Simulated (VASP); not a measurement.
# Rh (P6_3/mmc) in VASP: further runs

Rh is run at these levels: PBE; tasks: single point.

Program: VASP 6.6.1. These are calculated values, not measurements. Logs are shortened: lines on timing, memory, paths and dates and some standing lists are left out, and cuts for length are marked.

## (1) The cell of the first run

Symmetry: P6_3/mmc, No. 194, hexagonal system. The conventional cell has a = 2.725 Å, b = 2.725 Å, c = 4.385 Å, α = 90.00°, β = 90.00°, γ = 120.00°. Rh (site symmetry -6m2) has 12 Rh at 2.70 to 2.72 Å within 3.6 Å.

This isn't the form of Rh at room conditions, which is fcc.

## (2) Single point, PBE, collinear spin, ferromagnetic start (14.10 Å³/atom)

Input file INCAR:

```
PREC     = Accurate       # precision mode
ENCUT    = 500            # plane-wave cutoff, eV
EDIFF    = 1E-6           # SCF threshold, eV
ISMEAR   = 0              # smearing method
SIGMA    = 0.15           # smearing width, eV
LREAL    = F              # projectors in reciprocal space
LASPH    = T              # aspherical terms in the spheres
NELM     = 200            # most SCF steps
ALGO     = Normal         # electronic algorithm
ISIF     = 2              # what is computed and relaxed
LWAVE    = F              # write WAVECAR
LCHARG   = T              # write CHGCAR
ISPIN    = 2              # spin polarisation
MAGMOM   = 0.625 0.625    # initial moments
LORBIT   = 11             # projections on sites
NUPDOWN  = 1.25           # fixed moment
LMAXMIX  = 4              # l up to which the mixer works
GGA      = PE             # functional
LELF     = T              # ELF
LVHAR    = T            
NBANDS   = 26             # bands
GGA_COMPAT= F
```

Input file KPOINTS:

```
regular mesh
0
Gamma
  21 21 12
```

Input file POSCAR:

```
Rh
1.0
    2.7248648789      0.0000000000      0.0000000000
   -1.3624324395      2.3598022070      0.0000000000
    0.0000000000      0.0000000000      4.3851186793
Rh
2
Direct
    0.6666666667      0.3333333333      0.7500000000
    0.3333333333      0.6666666667      0.2500000000
```

Potentials or basis: VASP PAW PBE potentials, release 64 (Rh_pv).

Command:

```bash
$ cat potpaw_PBE.64/Rh_pv/POTCAR > POTCAR
$ mpirun -np 1 vasp_std > vasp.out
```

OUTCAR:

```text
PREC = Accurate
   ENCUT = 500
   EDIFF = 1E-6
   ISMEAR = 0
   LREAL = F
   LASPH = T
   NELM = 200
   ISIF = 2
   ISPIN = 2
   LORBIT = 11
   NUPDOWN = 1.25
   GGA = PE

 ion  position               nearest neighbor table
   1  0.667  0.333  0.750-   2 2.70   2 2.70   2 2.70   2 2.70   2 2.70   2 2.70
   2  0.333  0.667  0.250-   1 2.70   1 2.70   1 2.70   1 2.70   1 2.70   1 2.70

  LATTYP: Found a hexagonal cell.
 ALAT       =     2.7248648789
 C/A-ratio  =     1.6092976622

  Lattice vectors:

 A1 = (   2.7248648789,   0.0000000000,   0.0000000000)
 A2 = (  -1.3624324395,   2.3598022070,   0.0000000000)
 A3 = (   0.0000000000,   0.0000000000,   4.3851186793)

Analysis of symmetry for initial positions (statically):
=====================================================================
 Subroutine PRICEL returns:
 Original cell was already a primitive cell.

 Routine SETGRP: Setting up the symmetry group for a
 hexagonal supercell.

 Subroutine GETGRP returns: Found 24 space group operations
 (whereof 12 operations were pure point group operations)
 out of a pool of 24 trial point group operations.

The static configuration has the point symmetry D_3d.
 The point group associated with its full space group is D_6h.

Analysis of symmetry for dynamics (positions and initial velocities):
=====================================================================
 Subroutine PRICEL returns:
 Original cell was already a primitive cell.

 Routine SETGRP: Setting up the symmetry group for a
 hexagonal supercell.

 Subroutine GETGRP returns: Found 24 space group operations
 (whereof 12 operations were pure point group operations)
 out of a pool of 24 trial point group operations.

The dynamic configuration has the point symmetry D_3d.
 The point group associated with its full space group is D_6h.

Analysis of structural, dynamic, and magnetic symmetry:
=====================================================================
 Subroutine PRICEL returns:
 Original cell was already a primitive cell.

 Routine SETGRP: Setting up the symmetry group for a
 hexagonal supercell.

 Subroutine GETGRP returns: Found 24 space group operations
 (whereof 12 operations were pure point group operations)
 out of a pool of 24 trial point group operations.

The overall configuration has the point symmetry D_3d.
 The point group associated with its full space group is D_6h.

 Subroutine INISYM returns: Found 24 space group operations
 (whereof 12 operations are pure point group operations),
 and found     1 'primitive' translations

----------------------------------------------------------------------------------------

                                     Primitive cell

  volume of cell :      28.1969

  direct lattice vectors                    reciprocal lattice vectors
     2.724864879  0.000000000  0.000000000     0.366990675  0.211882165  0.000000000
    -1.362432440  2.359802207  0.000000000     0.000000000  0.423764329  0.000000000
     0.000000000  0.000000000  4.385118679     0.000000000  0.000000000  0.228043999

  length of vectors
     2.724864879  2.724864879  4.385118679     0.423764330  0.423764329  0.228043999

  position of ions in fractional coordinates (direct lattice)
     0.666666667  0.333333333  0.750000000
     0.333333333  0.666666667  0.250000000

  ion indices of the primitive-cell ions
   primitive index   ion index
                 1           1
                 2           2

----------------------------------------------------------------------------------------

 KPOINTS: regular mesh

Automatic generation of k-mesh.
 Grid dimensions read from file:
 generate k-points for:   21   21   12

 Generating k-lattice:

  Cartesian coordinates                     Fractional coordinates (reciprocal lattice)
     0.017475746  0.010089627  0.000000000     0.047619048  0.000000000  0.000000000
     0.000000000  0.020179254  0.000000000     0.000000000  0.047619048  0.000000000
     0.000000000  0.000000000  0.019003667     0.000000000  0.000000000  0.083333333

  Length of vectors
     0.020179254  0.020179254  0.019003667

  Shift w.r.t. Gamma in fractional coordinates (k-lattice)
     0.000000000  0.000000000  0.000000000

 Subroutine IBZKPT returns following result:
 ===========================================

 Found    336 irreducible k-points:

 Following reciprocal coordinates:
            Coordinates               Weight
  0.000000  0.000000  0.000000      1.000000
  0.047619  0.000000  0.000000      6.000000
  0.095238  0.000000  0.000000      6.000000
  0.142857  0.000000  0.000000      6.000000
  0.190476  0.000000  0.000000      6.000000
  0.238095  0.000000  0.000000      6.000000
[... 16 lines left out ...]
  0.142857  0.095238  0.000000     12.000000
  0.190476  0.095238  0.000000     12.000000
 [... further k-points ...]
   k-points           NKPTS =    336   k-points in BZ     NKDIM =    336   number of bands    NBANDS=     26
   number of dos      NEDOS =    301   number of ions     NIONS =      2
   total plane-waves  NPLWV =  12800
   dimension x,y,z NGX =    20 NGY =   20 NGZ =   32
   dimension x,y,z NGXF=    40 NGYF=   40 NGZF=   64
   ions per type =               2
   NGX,Y,Z   is equivalent  to a cutoff of  12.20, 12.20, 12.13 a.u.
   NGXF,Y,Z  is equivalent  to a cutoff of  24.40, 24.40, 24.26 a.u.
 SYSTEM =  unknown system
   PREC   = accura    normal or accurate (medium, high low for compatibility)
   ISTART =      0    job   : 0-new  1-cont  2-samecut
   ICHARG =      2    charge: 1-file 2-atom 10-const
   ISPIN  =      2    spin polarized calculation?
   LNONCOLLINEAR =      F non collinear calculations
   LSORBIT =      F    spin-orbit coupling
   LASPH  =      T    aspherical Exc in radial PAW
   ENCUT  =  500.0 eV  36.75 Ry    6.06 a.u.   4.97  4.97  8.00*2*pi/ulx,y,z
   NELM   =    200;   NELMIN=  2; NELMDL= -5     # of ELM steps
   EDIFF  = 0.1E-05   stopping-criterion for ELM
   LREAL  =      F    real-space projection
   EDIFFG = 0.1E-04   stopping-criterion for IOM
   NSW    =      0    number of steps for IOM
   IBRION =     -1    ionic relax: 0-MD 1-quasi-New 2-CG
   NFREE  =      0    steps in history (QN), initial steepest desc. (CG)
   ISIF   =      2    stress and relaxation
   ISYM   =      2    0-nonsym 1-usesym 2-fastsym
   POTIM  = 0.5000    time-step for ionic-motion
   TEBEG  =    0.0;   TEEND  =   0.0 temperature during run
   PSTRESS=    0.0 pullay stress
   NELECT =      30.0000    total number of electrons
   NUPDOWN=       1.2500    fix difference up-down
   EMIN   =  10.00;   EMAX   =-10.00  energy-range for DOS
   EFERMI =   0.00;   METHOD = LEGACY
   ISMEAR =     0;   SIGMA  =   0.15  broadening in eV -4-tet -1-fermi 0-gaus
   EFERMI_NEDOS =   21; number of points for ismear=-14 and -15
   IALGO  =     38    algorithm
   IMIX   =      4    mixing-type and parameters
     AMIX     =   0.40;   BMIX     =  1.00
     AMIX_MAG =   1.60;   BMIX_MAG =  1.00
  volume/ion in A,a.u.               =      14.10        95.14
  Fermi-wavevector in a.u.,A,eV,Ry     =   1.671275  3.158252 38.003255  2.793160
  Thomas-Fermi vector in A             =   2.756626
   LORBIT       =     11    0 simple, 1 ext, 2 COOP (PROOUT), +10 PAW based schemes
   GGA     = PE    functional components
   LHFCALC =     F    Hartree Fock is set to
   AEXX    =    0.0000 exact exchange contribution
   IVDW    =     0    specifies the selected vdW correction
   LEPSILON=     F    determine dielectric tensor
   LRPA    =     F    only Hartree local field effects (RPA)
 spin polarized calculation
 Gauss-broadening in eV      SIGMA  =   0.15
  energy-cutoff  :      500.00
  volume of cell :       28.20
 maximum number of plane-waves:       744
 NGX is ok and might be reduce to    20
   NGX =  9   NGY =  9   NGZ = 15

 number of electron      30.0000018 magnetization       1.2500001

 Free energy of the ion-electron system (eV)
  ---------------------------------------------------
  ext. energy  EPLUGINS =         0.00000000
  ---------------------------------------------------
  free energy    TOTEN  =       -14.38375055 eV

  energy without entropy =      -14.34308471  energy(sigma->0) =      -14.36341763

 E-fermi :  11.3668     XC(G=0): -13.8648

 val. band max:       11.6177605237   @ k =   0.1905   0.0476   0.1667
 cond. band min:      11.3677439068   @ k =   0.3333   0.1905   0.1667
 fundamental gap:     -0.2500166169
 Fermi energy:        11.6183463640

 spin component 1

 k-point     1 :       0.0000    0.0000    0.0000
  band No.  band energies     occupation
      1     -35.7978      1.00000
      2     -35.1994      1.00000
      3     -35.1994      1.00000
      4     -35.1066      1.00000
      5     -35.0984      1.00000
      6     -35.0984      1.00000
[... 18 lines left out ...]
     25      33.7899      0.00000
     26      33.7900      0.00000

 k-point     2 :       0.0476    0.0000    0.0000
  band No.  band energies     occupation
      1     -35.7930      1.00000
      2     -35.2101      1.00000
      3     -35.2029      1.00000
      4     -35.1097      1.00000
      5     -35.1086      1.00000
      6     -35.1001      1.00000
[... 18 lines left out ...]
     25      33.2182      0.00000
     26      33.2457      0.00000

 k-point     3 :       0.0952    0.0000    0.0000
  band No.  band energies     occupation
      1     -35.7787      1.00000
      2     -35.2415      1.00000
      3     -35.2132      1.00000
      4     -35.1422      1.00000
      5     -35.1149      1.00000
      6     -35.1051      1.00000
[... 572 lines left out ...]
 k-point    23 :       0.1429    0.0952    0.0000
  band No.  band energies     occupation
      1     -35.7122      1.00000
      2     -35.3630      1.00000
      3     -35.3125      1.00000
      4     -35.2296      1.00000
      5     -35.1463      1.00000
      6     -35.1397      1.00000
[... 18 lines left out ...]
     25      31.7343      0.00000
     26      31.7363      0.00000

 k-point    24 :       0.1905    0.0952    0.0000
  band No.  band energies     occupation
      1     -35.6760      1.00000
      2     -35.4266      1.00000
      3     -35.3677      1.00000
      4     -35.2621      1.00000
      5     -35.1652      1.00000
      6     -35.1557      1.00000
[... 18 lines left out ...]
     25      31.7340      0.00000
     26      31.7358      0.00000

 [... further k-points ...]

 spin component 2

 k-point     1 :       0.0000    0.0000    0.0000
  band No.  band energies     occupation
      1     -35.2718      1.00000
      2     -34.6850      1.00000
      3     -34.6850      1.00000
      4     -34.5829      1.00000
      5     -34.5829      1.00000
      6     -34.5696      1.00000
[... 18 lines left out ...]
     25      33.9560      0.00000
     26      33.9560      0.00000

 k-point     2 :       0.0476    0.0000    0.0000
  band No.  band energies     occupation
      1     -35.2669      1.00000
      2     -34.6959      1.00000
      3     -34.6886      1.00000
      4     -34.5943      1.00000
      5     -34.5846      1.00000
      6     -34.5717      1.00000
[... 18 lines left out ...]
     25      33.3770      0.00000
     26      33.4085      0.00000

 k-point     3 :       0.0952    0.0000    0.0000
  band No.  band energies     occupation
      1     -35.2524      1.00000
      2     -34.7278      1.00000
      3     -34.6990      1.00000
      4     -34.6274      1.00000
      5     -34.5896      1.00000
      6     -34.5780      1.00000
[... 572 lines left out ...]
 k-point    23 :       0.1429    0.0952    0.0000
  band No.  band energies     occupation
      1     -35.1847      1.00000
      2     -34.8512      1.00000
      3     -34.8002      1.00000
      4     -34.7158      1.00000
      5     -34.6247      1.00000
      6     -34.6098      1.00000
[... 18 lines left out ...]
     25      32.5387      0.00000
     26      32.7363      0.00000

 k-point    24 :       0.1905    0.0952    0.0000
  band No.  band energies     occupation
      1     -35.1479      1.00000
      2     -34.9159      1.00000
      3     -34.8562      1.00000
      4     -34.7487      1.00000
      5     -34.6409      1.00000
      6     -34.6290      1.00000
[... 18 lines left out ...]
     25      32.5378      0.00000
     26      33.0247      0.00000

 [... further k-points ...]
[... 5 lines left out ...]
  --------------------------------------------------------------------------------------
  -------------------------------------------------------------------------------------
  Total        0.4286115      0.4286115      0.4625509     -0.0000000     -0.0000000      0.0000000
  in kB       24.3541243     24.3541243     26.2825901     -0.0000000     -0.0000000      0.0000000
  external PRESSURE =      24.9969462 kB  Pullay stress =       0.0000000 kB

 VOLUME and BASIS-vectors are now :
 -----------------------------------------------------------------------------
  energy-cutoff  :      500.00
  volume of cell :       28.20
      direct lattice vectors                 reciprocal lattice vectors
     2.724864879  0.000000000  0.000000000     0.366990675  0.211882165  0.000000000
    -1.362432440  2.359802207  0.000000000     0.000000000  0.423764329  0.000000000
     0.000000000  0.000000000  4.385118679     0.000000000  0.000000000  0.228043999

 POSITION                                       TOTAL-FORCE (eV/Angst)
 -----------------------------------------------------------------------------------
      1.36243      0.78660      3.28884        -0.000000      0.000000      0.000000
     -0.00000      1.57320      1.09628         0.000000     -0.000000      0.000000
 -----------------------------------------------------------------------------------
    total drift:                               -0.000000      0.000000     -0.000000

  FREE ENERGIE OF THE ION-ELECTRON SYSTEM (eV)
  ---------------------------------------------------
  free  energy   TOTEN  =       -14.3837505452 eV

  energy  without entropy=      -14.3430847063  energy(sigma->0) =      -14.36341763

 total charge

# of ion       s       p       d       tot
------------------------------------------
    1        0.399   6.285   7.062  13.746
    2        0.399   6.285   7.062  13.746
--------------------------------------------------
tot          0.799  12.569  14.124  27.492

 magnetization (x)

# of ion       s       p       d       tot
------------------------------------------
    1       -0.001  -0.002   0.629   0.626
    2       -0.001  -0.002   0.629   0.626
--------------------------------------------------
tot         -0.002  -0.005   1.258   1.252
```

It took 4.6 min on 1 thread of Intel Xeon 8259CL, shared host; peak memory 0.39 GiB.

What came out:

- Free energy: -14.3838 eV
- Pressure: 2.5 GPa
- Net moment: 1.25 μB per cell
- Site moments: Rh +0.63 μB
- Valence electrons inside the program's atomic spheres: Rh 13.75

Stress tensor (GPa, compression positive):
```
2.44 0.00 0.00
0.00 2.44 0.00
0.00 0.00 2.63
```

Caveat: the total moment is fixed, so each spin has its own Fermi level.

## (3) Single point, PBE, collinear spin, ferromagnetic start (14.10 Å³/atom)

Input file INCAR:

```
PREC     = Accurate       # precision mode
ENCUT    = 500            # plane-wave cutoff, eV
EDIFF    = 1E-6           # SCF threshold, eV
ISMEAR   = 0              # smearing method
SIGMA    = 0.15           # smearing width, eV
LREAL    = False          # projectors in reciprocal space
LASPH    = True           # aspherical terms in the spheres
NELM     = 200            # most SCF steps
ALGO     = Normal         # electronic algorithm
ISIF     = 2              # what is computed and relaxed
LWAVE    = False          # write WAVECAR
LCHARG   = True           # write CHGCAR
ISPIN    = 2              # spin polarisation
MAGMOM   = 0.375 0.375    # initial moments
LORBIT   = 11             # projections on sites
NUPDOWN  = 0.75           # fixed moment
LMAXMIX  = 4              # l up to which the mixer works
GGA      = PE             # functional
LELF     = True           # ELF
LVHAR    = True         
NBANDS   = 26             # bands
GGA_COMPAT= False
```

Input file KPOINTS:

```
Automatic mesh
0
Gamma
  21 21 12
```

POSCAR is that of step 2.

Potentials or basis: VASP PAW PBE potentials, release 64 (Rh_pv).

Command:

```bash
$ cat potpaw_PBE.64/Rh_pv/POTCAR > POTCAR
$ mpirun -np 1 vasp_std > vasp.out
```

Wall time 2.2 min (1 thread of Intel Xeon 6975P-C (Granite Rapids), shared host); peak memory 0.38 GiB.

It converged, with:

```yaml
Free_energy: -14.4330 eV
Pressure: 1.0 GPa
Net_moment: 0.75 μB per cell
Site_moments: Rh +0.38 μB
Valence_electrons_inside_the_program's_atomic_spheres: Rh 13.74
```

Stress tensor (GPa, compression positive):
```
0.95 0.00 0.00
0.00 0.95 0.00
0.00 0.00 1.20
```

Caveat: the total moment is fixed, so each spin has its own Fermi level.
